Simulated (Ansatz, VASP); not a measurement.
# Os in VASP and in Ansatz

INCAR

```
SYSTEM = Os
PREC = Accurate
ENCUT = 600
EDIFF = 1E-6
ISMEAR = 0
SIGMA = 0.1
LREAL = .False.
LASPH = .True.
NELM = 60
ALGO = Fast
ISIF = 3
LWAVE = .False.
LCHARG = .False.
GGA = PE
IBRION = 2
NSW = 100
EDIFFG = -0.01
```

Contents of KPOINTS:

```
Automatic mesh
0
Gamma
  18 18 18
  0 0 0
```

File POSCAR:

```
Os
1.0
    0.0000000000      2.7773673487      2.7773673487
    2.7773673487      0.0000000000      2.7773673487
    2.7773673487      2.7773673487      0.0000000000
Os
2
Direct
    0.0000000000      0.0000000000      0.0000000000
    0.2500000000      0.2500000000      0.2500000000
```

Input for Ansatz:

```yaml
crystal:
  lattice:
    - [0.0, 2.7773673487, 2.7773673487]
    - [2.7773673487, 0.0, 2.7773673487]
    - [2.7773673487, 2.7773673487, 0.0]
  atoms:
    - { symbol: Os, position: [0.0, 0.0, 0.0] }
    - { symbol: Os, position: [0.25, 0.25, 0.25] }
basis:
  ecutwfc: 420
kpoints:
  mp_grid: { grid: [18, 18, 18] }
hamiltonian:
  xc: pbe
scf:
  occupations: { method: gaussian, width: 0.1 }
output:
  forces: true
  stress: true
  eigenvalues: true
relax:
  adjacent_minimum: "off"
  f_tol: 0.01
  max_steps: 80
  cell: { stress_tol: 0.05 }
```

Alike in both runs: task relaxation of cell and atoms; functional PBE; k mesh 18 × 18 × 18; occupations gaussian, width 0.1 eV; no spin polarisation.

```csv
,VASP,Ansatz
version,VASP 6.6.1,Ansatz 0.2.0
potentials or method,"VASP PAW PBE potentials, release 64 (Os), cutoff 600 eV","scalar-relativistic, plane waves, PAW"
valence electrons in the cell,16,32
```

Ansatz gave:

| Item | Value |
| --- | --- |
| gap on the k mesh at the Fermi level, each at its own relaxed structure (eV) | none |
| relaxed volume (Å³/atom) | 21.43 |
| relaxed length of the cell vector where the two differ most in proportion (Å) | 3.928 |

Task: What did VASP give for the same quantities?

Result: gap on the k mesh at the Fermi level, each at its own relaxed structure (eV): none; relaxed volume (Å³/atom): 21.32; relaxed length of the cell vector where the two differ most in proportion (Å): 3.921.

A gap of «none» marks a metal or a gap that the smearing closes. VASP's potentials hold 16 valence electrons a cell and Ansatz's 32, so a difference there can come from the potentials and not from the codes.

Spin-orbit coupling is off throughout.
